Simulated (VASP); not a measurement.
A run of VASP 6.6.1 is set up as follows.

INCAR

```
SYSTEM = Si
ALGO = Normal
EDIFF = 1E-6
ENCUT = 520
ISIF = 2
ISMEAR = 0
LASPH = .True.
LCHARG = .False.
LREAL = .False.
LWAVE = .False.
NBANDS = 11
NELM = 80
PREC = Accurate
SIGMA = 0.05
```

File KPOINTS:

```
k-points
0
Gamma
  14 14 14
  0 0 0
```

The input POSCAR:

```
Si
1.0
    0.0000000000      2.7010130100      2.7010130100
    2.7010130100      0.0000000000      2.7010130100
    2.7010130100      2.7010130100      0.0000000000
Si
2
Direct
    0.5000000000      0.5000000000      0.5000000000
    0.7500000000      0.7500000000      0.7500000000
```

Potentials or basis: VASP PAW LDA potentials, release 64 (Si).

Run with:

```bash
$ cat potpaw_LDA.64/Si/POTCAR > POTCAR
$ mpirun -np 1 vasp_std > vasp.out
```

(1) What does it give for the pressure?

(2) Estimate the band gap on the k mesh.

Answers

(1) 0.0 GPa.

(2) 0.44 eV, indirect (least direct gap 2.53 eV).
